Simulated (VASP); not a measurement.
A run of VASP 6.6.1:

Contents of INCAR:

```
ALGO     = Normal         # electronic algorithm
EDIFF    = 1E-7           # SCF threshold, eV
ENCUT    = 520            # plane-wave cutoff, eV
GGA      = PS             # functional
ISIF     = 2              # what is computed and relaxed
ISMEAR   = 0              # smearing method
LASPH    = True           # aspherical terms in the spheres
LCHARG   = True           # write CHGCAR
LELF     = True           # ELF
LREAL    = False          # projectors in reciprocal space
LVHAR    = True         
LWAVE    = False          # write WAVECAR
NBANDS   = 17             # bands
NELM     = 80             # most SCF steps
PREC     = Accurate       # precision mode
SIGMA    = 0.1            # smearing width, eV
```

KPOINTS

```
k-points
0
Gamma
  14 14 14
```

POSCAR

```
Pd
1.0
    3.0836187606      0.0000000000      0.0000000000
    0.0000000000      3.0836187606      0.0000000000
    0.0000000000      0.0000000000      3.0836187606
Pd
2
Direct
    0.0000000000      0.0000000000      0.0000000000
    0.5000000000      0.5000000000      0.5000000000
```

Potentials or basis: VASP PAW PBE potentials, release 64 (Pd).

Launch:

```bash
$ cat potpaw_PBE.64/Pd/POTCAR > POTCAR
$ mpirun -np 1 vasp_std > vasp.out
```

Hardware: 1 thread of Intel Xeon 8259CL (shared host).

**Question.** Estimate the wall time of this run.

**Answer.** Wall time 50 s on 1 thread of Intel Xeon 8259CL (shared host), peak memory 0.18 GiB. Counts: scf iterations 12, k points 120.
